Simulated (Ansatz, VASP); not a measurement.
This is a calculation of Hf for Ansatz 0.2.0.

The input input.yaml:

```yaml
crystal:
  lattice:
    - [0.0, 2.22, 2.22]
    - [2.22, 0.0, 2.22]
    - [2.22, 2.22, 0.0]
  atoms:
    - { symbol: Hf, position: [0.0, 0.0, 0.0] }
hamiltonian:
  xc: pbe0
  pseudopotentials: { kind: paw }
kpoints:
  mp_grid: { grid: [6, 6, 6] }
scf:
  occupations: { method: fermi_dirac, width: 0.05 }
output:
  forces: true
  stress: true
  eigenvalues: true
```

Potentials or basis: Ansatz PAW.

The run is started by

```sh
$ ansatz run input.yaml --threads 2 --pin off --max-ram 5632MiB --backend cpu --events-out ev --progress --plain --runs-dir out
```

**Question.** Set up the same calculation for VASP 6.6.1. Potentials there: VASP PAW PBE potentials, release 64 (Hf_pv).

**Answer.** As run (the cutoff follows the program's own potentials):

Contents of POSCAR:

```
Hf
1.0
    0.0000000000      2.2200000000      2.2200000000
    2.2200000000      0.0000000000      2.2200000000
    2.2200000000      2.2200000000      0.0000000000
Hf
1
Direct
    0.0000000000      0.0000000000      0.0000000000
```

The input INCAR.step1:

```
  PREC = Accurate
  ENCUT = 520
  EDIFF = 1E-5
  ISMEAR = -1
  SIGMA = 0.05
  LREAL = False
  LASPH = True
  NELM = 60
  ALGO = Normal
  ISIF = 2
  LWAVE = True
  GGA = PE
  NBANDS = 11
```

The input INCAR.step2:

```
  PREC = Accurate
  ENCUT = 520
  EDIFF = 1E-7
  ISMEAR = -1
  SIGMA = 0.05
  LREAL = False
  LASPH = True
  NELM = 60
  ALGO = Normal
  ISIF = 2
  LWAVE = False
  LCHARG = True
  GGA = PE
  LHFCALC = True
  AEXX = 0.25
  PRECFOCK = Normal
  LELF = True
  LVHAR = True
  ISTART = 1
  NBANDS = 11
```

KPOINTS

```
regular mesh
0
Gamma
  6 6 6
```

Potentials or basis: VASP PAW PBE potentials, release 64 (Hf_pv).

Launch:

```sh
$ cat potpaw_PBE.64/Hf_pv/POTCAR > POTCAR
$ cp INCAR.step1 INCAR
$ mpirun -np 1 vasp_std > vasp.out
$ cp INCAR.step2 INCAR
$ mpirun -np 1 vasp_std > vasp.out
```

Both were run:

|  | VASP | Ansatz | Ansatz less VASP |
| --- | --- | --- | --- |
| gap on the k mesh at the Fermi level (eV) | none | none | - |
| pressure (GPa) | 1.6 | 3.8 | +2.23 |

A gap of «none» marks a metal or a gap that the smearing closes. VASP's potentials hold 10 valence electrons a cell and Ansatz's 26, so a difference there can come from the potentials and not from the codes.

The k mesh is coarse, so the values compare programs but aren't converged. Neither program's run includes spin-orbit coupling.
